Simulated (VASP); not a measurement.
# Si (I4_1/amd) in VASP: a series of runs, part 2 of 3

VASP 6.6.1. Earlier steps stand in the parts before.

### 3 Single point, LDA (strain +0.080 along x and y, -0.080 along z)

Input file INCAR:

```
PREC = Accurate
ENCUT = 520
EDIFF = 1E-7
ISMEAR = 0
SIGMA = 0.15
LREAL = F
LASPH = T
NELM = 100
ALGO = Normal
ISIF = 2
LWAVE = F
LCHARG = F
GGA = CA
NBANDS = 11
```

Input file KPOINTS:

```
Automatic mesh
0
Gamma
  20 20 20
```

Input file POSCAR:

```
Si
1.0
   -2.5610820889      2.5610820889      1.2229241587
    2.5610820889     -2.5610820889      1.2229241587
    2.5610820889      2.5610820889     -1.2229241587
Si
2
Direct
    0.2500000000      0.7500000000      0.5000000000
    0.5000000000      0.5000000000      0.0000000000
```

Potentials or basis: VASP PAW LDA potentials, release 64 (Si).

Started as:

```console
$ cat potpaw_LDA.64/Si/POTCAR > POTCAR
$ mpirun -np 1 vasp_std > vasp.out
```

OUTCAR:

```text
PREC = Accurate
   ENCUT = 520
   EDIFF = 1E-7
   ISMEAR = 0
   LREAL = F
   LASPH = T
   NELM = 100
   ISIF = 2
   GGA = CA

 ion  position               nearest neighbor table
   1  0.250  0.750  0.500-   2 2.63   2 2.63   2 2.63   2 2.63
   2  0.500  0.500  0.000-   1 2.63   1 2.63   1 2.63   1 2.63

  LATTYP: Found a body centered tetragonal cell.
 ALAT       =     5.1221641778
 C/A-ratio  =     0.4775029133

  Lattice vectors:

 A1 = (  -2.5610820889,   2.5610820889,   1.2229241587)
 A2 = (   2.5610820889,  -2.5610820889,   1.2229241587)
 A3 = (   2.5610820889,   2.5610820889,  -1.2229241587)

Analysis of symmetry for initial positions (statically):
=====================================================================
 Subroutine PRICEL returns:
 Original cell was already a primitive cell.

 Routine SETGRP: Setting up the symmetry group for a
 body centered tetragonal supercell.

 Subroutine GETGRP returns: Found 16 space group operations
 (whereof  8 operations were pure point group operations)
 out of a pool of 16 trial point group operations.

The static configuration has the point symmetry D_2d.
 The point group associated with its full space group is D_4h.

Analysis of symmetry for dynamics (positions and initial velocities):
=====================================================================
 Subroutine PRICEL returns:
 Original cell was already a primitive cell.

 Routine SETGRP: Setting up the symmetry group for a
 body centered tetragonal supercell.

 Subroutine GETGRP returns: Found 16 space group operations
 (whereof  8 operations were pure point group operations)
 out of a pool of 16 trial point group operations.

The dynamic configuration has the point symmetry D_2d.
 The point group associated with its full space group is D_4h.

 Subroutine INISYM returns: Found 16 space group operations
 (whereof  8 operations are pure point group operations),
 and found     1 'primitive' translations

----------------------------------------------------------------------------------------

                                     Primitive cell

  volume of cell :      32.0853

  direct lattice vectors                    reciprocal lattice vectors
    -2.561082089  2.561082089  1.222924159     0.000000000  0.195229978  0.408856098
     2.561082089 -2.561082089  1.222924159     0.195229978  0.000000000  0.408856098
     2.561082089  2.561082089 -1.222924159     0.195229978  0.195229978  0.000000000

  length of vectors
     3.822803478  3.822803478  3.822803478     0.453076211  0.453076211  0.276096883

  position of ions in fractional coordinates (direct lattice)
     0.250000000  0.750000000  0.500000000
     0.500000000  0.500000000  0.000000000

  ion indices of the primitive-cell ions
   primitive index   ion index
                 1           1
                 2           2

----------------------------------------------------------------------------------------

 KPOINTS: Automatic mesh

Automatic generation of k-mesh.
 Grid dimensions read from file:
 generate k-points for:   20   20   20

 Generating k-lattice:

  Cartesian coordinates                     Fractional coordinates (reciprocal lattice)
     0.000000000  0.009761499  0.020442805     0.050000000 -0.000000000  0.000000000
     0.009761499  0.000000000  0.020442805    -0.000000000  0.050000000  0.000000000
     0.009761499  0.009761499  0.000000000     0.000000000  0.000000000  0.050000000

  Length of vectors
     0.022653811  0.022653811  0.013804844

  Shift w.r.t. Gamma in fractional coordinates (k-lattice)
     0.000000000  0.000000000  0.000000000

 Subroutine IBZKPT returns following result:
 ===========================================

 Found    641 irreducible k-points:

 Following reciprocal coordinates:
            Coordinates               Weight
  0.000000  0.000000  0.000000      1.000000
  0.050000 -0.000000  0.000000      8.000000
  0.100000  0.000000  0.000000      8.000000
  0.150000  0.000000  0.000000      8.000000
  0.200000  0.000000  0.000000      8.000000
  0.250000  0.000000  0.000000      8.000000
[... 16 lines left out ...]
 -0.400000  0.050000  0.000000     16.000000
 -0.350000  0.050000  0.000000     16.000000
 [... further k-points ...]
   k-points           NKPTS =    641   k-points in BZ     NKDIM =    641   number of bands    NBANDS=     11
   number of dos      NEDOS =    301   number of ions     NIONS =      2
   total plane-waves  NPLWV =  21952
   dimension x,y,z NGX =    28 NGY =   28 NGZ =   28
   dimension x,y,z NGXF=    56 NGYF=   56 NGZF=   56
   ions per type =               2
   NGX,Y,Z   is equivalent  to a cutoff of  12.18, 12.18, 12.18 a.u.
   NGXF,Y,Z  is equivalent  to a cutoff of  24.35, 24.35, 24.35 a.u.
 SYSTEM =  unknown system
   PREC   = accura    normal or accurate (medium, high low for compatibility)
   ISTART =      0    job   : 0-new  1-cont  2-samecut
   ICHARG =      2    charge: 1-file 2-atom 10-const
   ISPIN  =      1    spin polarized calculation?
   LNONCOLLINEAR =      F non collinear calculations
   LSORBIT =      F    spin-orbit coupling
   LASPH  =      T    aspherical Exc in radial PAW
   ENCUT  =  520.0 eV  38.22 Ry    6.18 a.u.   7.11  7.11  7.11*2*pi/ulx,y,z
   NELM   =    100;   NELMIN=  2; NELMDL= -5     # of ELM steps
   EDIFF  = 0.1E-06   stopping-criterion for ELM
   LREAL  =      F    real-space projection
   EDIFFG = 0.1E-05   stopping-criterion for IOM
   NSW    =      0    number of steps for IOM
   IBRION =     -1    ionic relax: 0-MD 1-quasi-New 2-CG
   NFREE  =      0    steps in history (QN), initial steepest desc. (CG)
   ISIF   =      2    stress and relaxation
   ISYM   =      2    0-nonsym 1-usesym 2-fastsym
   POTIM  = 0.5000    time-step for ionic-motion
   TEBEG  =    0.0;   TEEND  =   0.0 temperature during run
   PSTRESS=    0.0 pullay stress
   NELECT =       8.0000    total number of electrons
   NUPDOWN=      -1.0000    fix difference up-down
   EMIN   =  10.00;   EMAX   =-10.00  energy-range for DOS
   EFERMI =   0.00;   METHOD = LEGACY
   ISMEAR =     0;   SIGMA  =   0.15  broadening in eV -4-tet -1-fermi 0-gaus
   EFERMI_NEDOS =   21; number of points for ismear=-14 and -15
   IALGO  =     38    algorithm
   IMIX   =      4    mixing-type and parameters
     AMIX     =   0.40;   BMIX     =  1.00
     AMIX_MAG =   1.60;   BMIX_MAG =  1.00
  volume/ion in A,a.u.               =      16.04       108.26
  Fermi-wavevector in a.u.,A,eV,Ry     =   1.030392  1.947159 14.445422  1.061709
  Thomas-Fermi vector in A             =   2.164488
   LORBIT       =      0    0 simple, 1 ext, 2 COOP (PROOUT), +10 PAW based schemes
   GGA     = CA    functional components
   LHFCALC =     F    Hartree Fock is set to
   AEXX    =    0.0000 exact exchange contribution
   IVDW    =     0    specifies the selected vdW correction
   LEPSILON=     F    determine dielectric tensor
   LRPA    =     F    only Hartree local field effects (RPA)
 non-spin polarized calculation
 Gauss-broadening in eV      SIGMA  =   0.15
  energy-cutoff  :      520.00
  volume of cell :       32.09
 maximum number of plane-waves:       888
   NGX = 15   NGY = 15   NGZ = 15

 number of electron       7.9999999 magnetization

 Free energy of the ion-electron system (eV)
  ---------------------------------------------------
  ext. energy  EPLUGINS =         0.00000000
  ---------------------------------------------------
  free energy    TOTEN  =       -11.29946813 eV

  energy without entropy =      -11.28923555  energy(sigma->0) =      -11.29435184

 E-fermi :   8.4063     XC(G=0): -10.7730

 val. band max:        8.4020626928   @ k =  -0.3000  -0.4500   0.2500
 cond. band min:       8.4064943732   @ k =   0.3000   0.1000   0.0000
 fundamental gap:      0.0044316805
 Fermi energy:         8.4062743673

 k-point     1 :       0.0000    0.0000    0.0000
  band No.  band energies     occupation
      1      -4.8560      2.00000
      2       4.1810      2.00000
      3       5.3542      2.00000
      4       5.3542      2.00000
      5       9.8447      0.00000
      6      15.2239      0.00000
      7      15.2239      0.00000
      8      15.6527      0.00000
      9      17.5479      0.00000
     10      20.4201      0.00000
     11      20.6676      0.00000
[... 309 lines left out ...]
 k-point    24 :      -0.3500    0.0500    0.0000
  band No.  band energies     occupation
      1      -2.0326      2.00000
      2       3.6489      2.00000
      3       5.9701      2.00000
      4       8.3891      1.12859
      5      10.3718      0.00000
      6      11.3671      0.00000
      7      12.5791      0.00000
      8      13.7588      0.00000
      9      15.2063      0.00000
     10      16.5789      0.00000
     11      18.0026      0.00000

 [... further k-points ...]
[... 5 lines left out ...]
  --------------------------------------------------------------------------------------
  -------------------------------------------------------------------------------------
  Total       -2.2376626     -2.2376626      0.9461311      0.0000000      0.0000000      0.0000000
  in kB     -111.7374263   -111.7374263     47.2449484      0.0000000      0.0000000      0.0000000
  external PRESSURE =     -58.7433014 kB  Pullay stress =       0.0000000 kB

 VOLUME and BASIS-vectors are now :
 -----------------------------------------------------------------------------
  energy-cutoff  :      520.00
  volume of cell :       32.09
      direct lattice vectors                 reciprocal lattice vectors
    -2.561082089  2.561082089  1.222924159     0.000000000  0.195229978  0.408856098
     2.561082089 -2.561082089  1.222924159     0.195229978  0.000000000  0.408856098
     2.561082089  2.561082089 -1.222924159     0.195229978  0.195229978  0.000000000

 POSITION                                       TOTAL-FORCE (eV/Angst)
 -----------------------------------------------------------------------------------
      2.56108      0.00000      0.61146         0.000000     -0.000000      0.000000
      0.00000      0.00000      1.22292        -0.000000      0.000000     -0.000000
 -----------------------------------------------------------------------------------
    total drift:                                0.000000      0.000000      0.000000

  FREE ENERGIE OF THE ION-ELECTRON SYSTEM (eV)
  ---------------------------------------------------
  free  energy   TOTEN  =       -11.2994681333 eV

  energy  without entropy=      -11.2892355460  energy(sigma->0) =      -11.29435184
```

OSZICAR:

```text
N       E                     dE             d eps       ncg     rms          rms(c)
DAV:   1     0.342442394300E+01    0.34244E+01   -0.32756E+03 14110   0.601E+02
DAV:   2    -0.109175830744E+02   -0.14342E+02   -0.13793E+02 18377   0.791E+01
DAV:   3    -0.113302424164E+02   -0.41266E+00   -0.40906E+00 18347   0.111E+01
DAV:   4    -0.113323303225E+02   -0.20879E-02   -0.20873E-02 17247   0.987E-01
DAV:   5    -0.113323421125E+02   -0.11790E-04   -0.11790E-04 17776   0.676E-02    0.392E+00
DAV:   6    -0.113110966558E+02    0.21245E-01   -0.67611E-03 16533   0.369E-01    0.225E+00
DAV:   7    -0.112995393519E+02    0.11557E-01   -0.12899E-02 16233   0.522E-01    0.181E-01
DAV:   8    -0.112994776416E+02    0.61710E-04   -0.71831E-04 16493   0.156E-01    0.347E-02
DAV:   9    -0.112994681833E+02    0.94583E-05   -0.20672E-05 17983   0.267E-02    0.196E-02
DAV:  10    -0.112994681309E+02    0.52334E-07   -0.13207E-06 17671   0.664E-03    0.914E-04
DAV:  11    -0.112994681333E+02   -0.24077E-08   -0.27831E-08 10105   0.106E-03
   1 F= -.11299468E+02 E0= -.11294352E+02  d E =-.102326E-01
```

stdout:

```text
POSCAR found type information on POSCAR Si
 POSCAR found :  1 types and       2 ions
 scaLAPACK will be used
 LDA part: xc-table for (Slater(with rela. corr.)+CA(PZ))
 , standard interpolation
 POSCAR, INCAR and KPOINTS ok, starting setup
 FFT: planning ... GRIDC
 FFT: planning ... GRID_SOFT
 FFT: planning ... GRID
 WAVECAR not read
 entering main loop
```

Wall time 67 s (1 thread of Intel Xeon 6975P-C (Granite Rapids), shared host); peak memory 0.27 GiB.

Results:

```
Free energy            : -11.2995 eV
Pressure               : -5.9 GPa
Band gap on the k mesh : zero (band 4 reaches 9.67 eV, above the bottom of band 5 at 5.09 eV)
```

Stress tensor (GPa, compression positive):
```
-11.17   0.00   0.00
  0.00 -11.17   0.00
  0.00   0.00   4.72
```

Caveat: the cell differs from its parent crystal (strain +0.080 along x and y, -0.080 along z).

(Continued in part 3 of 3.)
